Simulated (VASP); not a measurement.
Crystal: Al3BP2.

```xyz
6
Lattice="2.5725 1.4853 4.0675 -2.5725 1.4853 4.0675 0.0000 -2.9705 4.0675" Properties=species:S:1:pos:R:3 pbc="T T T"
Al   -1.2863    0.7426    2.0338
Al    1.2863    0.7426    2.0338
Al    0.0000   -1.4853    2.0338
B     0.0000    0.0000    0.0000
P     0.0000    0.0000    7.6324
P     0.0000    0.0000    4.5702
```

```yaml
Program: VASP 6.6.1
Task: relaxation of cell and atoms
Functional: PBE
Potentials_or_basis: VASP PAW PBE potentials, release 64 (Al, B, P)
Cutoff: 600 eV
k_mesh: 6 × 6 × 6
Occupations: gaussian, width 0.1 eV
Spin: no spin polarisation
```

At the start: pressure -5.5 GPa; volume 15.54 Å³/atom.

Q: How do energy, volume and symmetry change on relaxing?

A: Over 15 steps the energy falls by 564.0 meV/atom and the volume is 15.31 Å³/atom (-1.5 %); space group R-3m (No. 166, to 0.05 Å).

The path:
```
step  energy change (eV)  largest force (eV/Å)  pressure (GPa)  volume (Å³)
   1              0.0000                0.1618           -5.52        93.25
   2             -0.7833                0.1917           -1.71        85.98
   3              0.9176                0.1909           58.94        63.67
   4             -1.1962                0.0263            6.25        79.52
   5             -1.2671                0.2811           12.63        76.10
   6             -1.5552                0.2352           12.84        77.25
   7             -2.5099                1.5282           16.01        78.74
   8              9.2841               49.7759           74.41        76.02
   9             -2.6360                1.7767           17.54        78.82
  10             -3.2327                1.2865            6.99        86.36
  11             -3.3154                1.1293            3.21        90.04
  12             -3.3186                1.0929            2.40        90.92
  13             -3.3833                0.0510            0.57        91.55
  14             -3.3837                0.0241            0.43        91.61
  15             -3.3841                0.0022            0.19        91.84
```

Final structure:
```
Al B P
1.0
     3.10182    1.79084    2.75559
    -3.10182    1.79084    2.75559
     0.00000   -3.58167    2.75559
Al B P
3 1 2
Direct
  0.00000 0.50000 0.00000
  0.50000 0.00000 0.00000
  0.00000 0.00000 0.50000
  0.00000 0.00000 0.00000
  0.62970 0.62970 0.62970
  0.37030 0.37030 0.37030
```
